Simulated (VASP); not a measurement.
Wanted: the native input for a VASP 6.6.1 run.

| Quantity | Value |
| --- | --- |
| Task | single point |
| Functional | LDA |
| Potentials or basis | VASP PAW LDA potentials, release 64 (Na_pv, Cu, O) |
| Cutoff | 520 eV |
| k mesh | 2 × 2 × 2 |
| Occupations | fermi-dirac, width 0.05 eV |
| Spin | no spin polarisation |
| Dipole correction | no |
| Further INCAR settings | ALGO = Normal; EDIFF = 1e-06; NBANDS = 112 |

The structure of NaCu2O3 lies in POSCAR:

```
NaCu2O3
1.0
    0.0000000000     10.2841670000      3.9940120000
    3.8682950000      0.0000000000      3.9940120000
    3.8682950000     10.2841670000      0.0000000000
Na Cu O
4 8 12
Direct
    0.2258113080      0.2430906383      0.7497757279
    0.2171150571      0.1412714475      0.3037049568
    0.7040658512      0.7708170485      0.2451602748
    0.7666856201      0.7452277141      0.7125980205
    0.6772359219      0.3384595742      0.6726060244
    0.7347471572      0.0973484900      0.9205935233
    0.1610258635      0.8452305022      0.6738108325
    0.9209107701      0.2582043653      0.2473413596
    0.1746973098      0.8195661025      0.1625978741
    0.2218292027      0.5620192184      0.4404120853
    0.6717890125      0.3312875932      0.1750078161
    0.4433839913      0.7678542323      0.7192867432
    0.3779623561      0.5398365890      0.4624654588
    0.6189236003      0.1317751958      0.8638313958
    0.1838671284      1.0140511552      0.0017969122
    0.8743508236      0.4058906980      0.1158120160
    0.4632348672      0.6404173001      0.8722646438
    0.5035087162      0.2972400047      0.1843933764
    0.8852252904      0.0678765030      0.9469892195
    0.1516578039      0.6001426414      0.3280699174
    0.7101386288      0.5215802543      0.4948106879
    0.3897254472      0.8787234208      0.6021098663
    0.9528741264      0.1070876364      0.4024908730
   -0.0098763803      0.8592478894      0.6626370754
```

These files were run (other wordings do the same):

INCAR

```
PREC = Accurate
ENCUT = 520
EDIFF = 1E-6
ISMEAR = -1
SIGMA = 0.05
LREAL = F
LASPH = T
NELM = 120
ALGO = Normal
ISIF = 2
LWAVE = F
LCHARG = F
NBANDS = 112
GGA_COMPAT = F
```

KPOINTS

```
Automatic mesh
0
Gamma
  2 2 2
```

Potentials or basis: VASP PAW LDA potentials, release 64 (Na_pv, Cu, O).

Run with:

```console
$ cat potpaw_LDA.64/Na_pv/POTCAR potpaw_LDA.64/Cu/POTCAR potpaw_LDA.64/O/POTCAR > POTCAR
$ mpirun -np 1 vasp_std > vasp.out
```

Results of the run:

```json
{
  "Pressure": "-5.4 GPa",
  "Largest force": "2.326 eV/Å",
  "Band gap on the k mesh": "zero (bands 94 and 95 overlap by 0.46 eV)"
}
```

Caveat: the k points lie up to 0.59 Å⁻¹ apart; semilocal functionals often make such compounds metallic where correlation or magnetic order opens a gap, which also shifts bond lengths; forces of over 1 eV/Å act on the atoms, so gaps and moduli don't describe the material at rest.

Run time: 33 min on 1 thread of Intel Xeon 8259CL, with other jobs on the host, peak memory 0.59 GiB.
